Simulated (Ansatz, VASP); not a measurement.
**Two plane-wave programs on Be16CO**

```xyz
18
Lattice="4.5254 0.0000 0.0000 -2.2627 3.9191 0.0000 0.0000 0.0000 23.4762" Properties=species:S:1:pos:R:3 pbc="T T T"
Be    1.1314    0.6532    4.0000
Be    0.0000    2.6128    4.0000
Be    3.3941    0.6532    4.0000
Be    2.2627    2.6128    4.0000
Be    0.0000    1.3064    5.7834
Be   -1.1314    3.2660    5.7834
Be    2.2627    1.3064    5.7834
Be    1.1314    3.2660    5.7834
Be    1.1314    0.6532    7.6108
Be    0.0000    2.6128    7.6108
Be    3.3941    0.6532    7.6108
Be    2.2627    2.6128    7.6108
Be    0.0000    1.3064    9.4762
Be   -1.1314    3.2660    9.4762
Be    2.2627    1.3064    9.4762
Be    1.1314    3.2660    9.4762
C     0.0000    1.3064   10.8962
O     0.7104    0.8963   11.7164
```

Alike in both runs: task single point; functional PBE; k mesh 6 × 6 × 1; occupations gaussian, width 0.1 eV; no spin polarisation.

```csv
,VASP,Ansatz
version,VASP 6.6.1,Ansatz 0.2.0
potentials or method,"VASP PAW PBE potentials, release 64 (Be, C, O), cutoff 520 eV","scalar-relativistic, plane waves, PAW"
valence electrons in the cell,42,42
```

VASP gave:

| Property | Result |
| --- | --- |
| gap on the k mesh at the Fermi level (eV) | none |
| rms of the force components (eV/Å) | 1.335 |

Q: Estimate Ansatz's values.

A: gap on the k mesh at the Fermi level (eV): none; rms of the force components (eV/Å): 1.362.

Atom by atom the forces differ by 0.151 eV/Å (rms over components). A gap of «none» marks a metal or a gap that the smearing closes.

Noted on VASP's run: the standard files for N, O and F lose accuracy on very short bonds.
